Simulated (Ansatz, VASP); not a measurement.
KMgF3: VASP beside Ansatz

POSCAR

```
KMgF3
1.0
    3.9859000000      0.0000000000      0.0000000000
    0.0000000000      3.9859000000      0.0000000000
    0.0000000000      0.0000000000      3.9859000000
K Mg F
1 1 3
Direct
    0.5000000000      0.5000000000      0.5000000000
    0.0000000000      0.0000000000      0.0000000000
    0.5000000000      0.0000000000      0.0000000000
    0.0000000000      0.5000000000      0.0000000000
    0.0000000000      0.0000000000      0.5000000000
```

Contents of INCAR.step1:

```
  PREC = Accurate
  ENCUT = 520
  ISMEAR = 0
  SIGMA = 0.1
  LREAL = False
  LASPH = True
  NELM = 80
  NBANDS = 24
  GGA = PE
  ALGO = Normal
  EDIFF = 1E-4
  LWAVE = True
  LCHARG = False
```

INCAR.step2

```
  PREC = Accurate
  ENCUT = 520
  EDIFF = 1E-7
  ISMEAR = 0
  SIGMA = 0.1
  LREAL = False
  LASPH = True
  NELM = 80
  ALGO = Normal
  ISIF = 2
  LWAVE = False
  LCHARG = False
  METAGGA = R2SCAN
  LMIXTAU = True
  NBANDS = 24
  ISTART = 1
```

File KPOINTS:

```
Automatic mesh
0
Gamma
  4 4 4
```

Input for Ansatz:

```yaml
crystal:
  lattice:
    - [3.9859, 0.0, 0.0]
    - [0.0, 3.9859, 0.0]
    - [0.0, 0.0, 3.9859]
  atoms:
    - { symbol: K, position: [0.5, 0.5, 0.5] }
    - { symbol: Mg, position: [0.0, 0.0, 0.0] }
    - { symbol: F, position: [0.5, 0.0, 0.0] }
    - { symbol: F, position: [0.0, 0.5, 0.0] }
    - { symbol: F, position: [0.0, 0.0, 0.5] }
basis:
  ecutwfc: 500
kpoints:
  mp_grid: { grid: [4, 4, 4] }
hamiltonian:
  xc: r2scan
scf:
  occupations: { method: gaussian, width: 0.1 }
output:
  forces: true
  stress: true
  eigenvalues: true
```

Alike in both runs: task single point; functional r2SCAN; k mesh 4 × 4 × 4; occupations gaussian, width 0.1 eV; no spin polarisation.

```csv
,VASP,Ansatz
version,VASP 6.6.1,Ansatz 0.2.0
potentials or method,"VASP PAW PBE potentials, release 64 (K_sv, Mg, F), cutoff 520 eV","scalar-relativistic, plane waves, PAW"
valence electrons in the cell,32,40
```

```csv
,VASP,Ansatz,Ansatz less VASP
gap on the k mesh at the Fermi level (eV),8.25,8.27,+0.021
least direct gap on the mesh (eV),8.57,8.58,+0.014
pressure (GPa),-0.9,-0.3,+0.62
```

VASP's potentials were made for PBE, not for r2SCAN. With one functional, cell and mesh, what is left measures potentials, basis and numerics. VASP's potentials hold 32 valence electrons a cell and Ansatz's 40, so a difference there can come from the potentials and not from the codes.
